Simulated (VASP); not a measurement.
# Ca: relaxation of cell and atoms with PBEsol

The system is Ca.

```
Ca
1.0
     3.84966    0.00000    0.00000
    -1.92483    3.33390    0.00000
     0.00000    0.00000   12.66734
Ca
4
Direct
  0.00000 0.00000 0.00000
  0.33333 0.66667 0.25000
  0.00000 0.00000 0.50000
  0.66667 0.33333 0.75000
```

This isn't the form of Ca at room conditions, which is fcc.

```yaml
Program: VASP 6.6.1
Task: relaxation of cell and atoms
Functional: PBEsol
Potentials_or_basis: VASP PAW PBE potentials, release 64 (Ca_sv)
Cutoff: 600 eV
k_mesh: 15 × 15 × 4
Occupations: gaussian, width 0.1 eV
Spin: no spin polarisation
Dipole_correction: no
Further_INCAR_settings: ALGO = Normal; EDIFF = 1e-06; IBRION = 2; EDIFFG = -0.01; NSW = 100; ISIF = 3
```

```
Pressure after relaxing : 0.0 GPa
Band gap on the k mesh  : zero (bands 20 and 21 overlap by 0.39 eV)
```

Final structure:
```
Ca
1.0
     3.84966    0.00000    0.00000
    -1.92483    3.33390    0.00000
     0.00000    0.00000   12.66734
Ca
4
Direct
  0.00000 0.00000 0.00000
  0.33333 0.66667 0.25000
  0.00000 0.00000 0.50000
  0.66667 0.33333 0.75000
```

Levels at points of the mesh, in eV from the Fermi level:
```csv
k point,band 16,band 17,band 18,band 19,band 20,band 21,band 22,band 23,band 24
"(0.00, 0.00, 0.00)",-22.77,-4.15,-3.11,-3.11,-1.09,-0.20,1.36,1.38,2.25
"(0.00, 0.00, 0.50)",-22.78,-3.88,-3.88,-1.99,-1.99,0.53,0.53,2.02,2.02
```

It took 4.8 min on 1 thread of Intel(R) Xeon(R) Platinum 8488C (Sapphire Rapids) (shared host), peak memory 0.5 GiB.

Caveat: the PAW data sets were made with another functional, which shifts forces and pressure a little.
